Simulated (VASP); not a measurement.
Set up this calculation in VASP 6.6.1, as the native input.

| Property | Result |
| --- | --- |
| Task | single point |
| Functional | PBEsol |
| Potentials or basis | VASP PAW PBE potentials, release 64 (H, C) |
| Cutoff | 520 eV |
| k mesh | 2 × 2 × 1 |
| Occupations | fermi-dirac, width 0.05 eV |
| Spin | no spin polarisation |
| Dipole correction | no |
| Further INCAR settings | LREAL = Auto; ALGO = Normal; EDIFF = 1e-06; NBANDS = 66 |

The structure of HC2 lies in POSCAR:

```
HC2
1.0
    5.0487420000      0.0000000000      0.0000000000
    0.0000000000      5.0487420000      0.0000000000
    0.0000000000      0.0000000000     17.1647000000
H C
10 20
Direct
    0.4277897346      0.0000000000      0.0582591015
    0.0722160095      0.0000000000      0.0582591015
    0.9277954786      0.0000000000      0.0582591015
    0.5722217535      0.0000000000      0.0582591015
    0.4277897346      0.5000057440      0.0582591015
    0.0722160095      0.5000057440      0.0582591015
    0.9277954786      0.5000057440      0.0582591015
    0.5722217535      0.5000057440      0.0582591015
    6.8201940206      3.7290675578      0.3827098638
    7.7102177136      4.6302821574      0.8488525870
    0.2500028720      0.0000000000      0.0952361533
    0.7500086160      0.0000000000      0.0952361533
    0.2500028720      0.5000057440      0.0952361533
    0.7500086160      0.5000057440      0.0952361533
    0.2500028720      0.2500028720      0.1472324014
    0.7500086160      0.2500028720      0.1472324014
    0.2500028720      0.7500086160      0.1472324014
    0.7500086160      0.7500086160      0.1472324014
    0.0008715042      0.2450511434      0.1931172697
    0.5068391294      0.2577473755      0.1950456460
   -0.0085962008      0.7542671026      0.2023163819
    0.5018081732      0.7666266171      0.2023105560
    0.0184006234      0.0241248216      0.2431618380
    0.4785944697      0.0176083468      0.2456669793
   -0.0225798823      0.4956284159      0.2499373715
    0.5200305343      0.5026994843      0.2545864478
    0.2481014082      0.1175342293      0.2880563016
    0.7561091456     -0.0106957337      0.3284531626
    0.2377225852      0.3986933775      0.3017704941
    0.7702710893      0.5937320624      0.3170751601
```

The input as run:

INCAR

```
SYSTEM = HC2
PREC = Accurate
ENCUT = 520
EDIFF = 1E-6
ISMEAR = -1
SIGMA = 0.05
LREAL = Auto
LASPH = .TRUE.
NELM = 80
ALGO = Normal
ISIF = 2
LWAVE = .FALSE.
LCHARG = .TRUE.
GGA = PS
LELF = .TRUE.
LVHAR = .TRUE.
NBANDS = 66
```

KPOINTS

```
Automatic mesh
0
G
  2 2 1
  0 0 0
```

Potentials or basis: VASP PAW PBE potentials, release 64 (H, C).

The run is started by

```bash
$ cat potpaw_PBE.64/H/POTCAR potpaw_PBE.64/C/POTCAR > POTCAR
$ mpirun -np 1 vasp_std > vasp.out
```

It gave:

```json
{"Largest force": "8.681 eV/Å", "Band gap on the k mesh": "zero (bands 45 and 46 overlap by 0.07 eV)"}
```

Caveat: the k points lie up to 0.62 Å⁻¹ apart; there is no dipole correction, which matters where the two faces differ; the PAW data sets were made with another functional, which shifts forces and pressure a little.

Wall time 2.9 min on 1 thread of Intel(R) Xeon(R) 6975P-C (Granite Rapids) (shared host), peak memory 0.49 GiB.
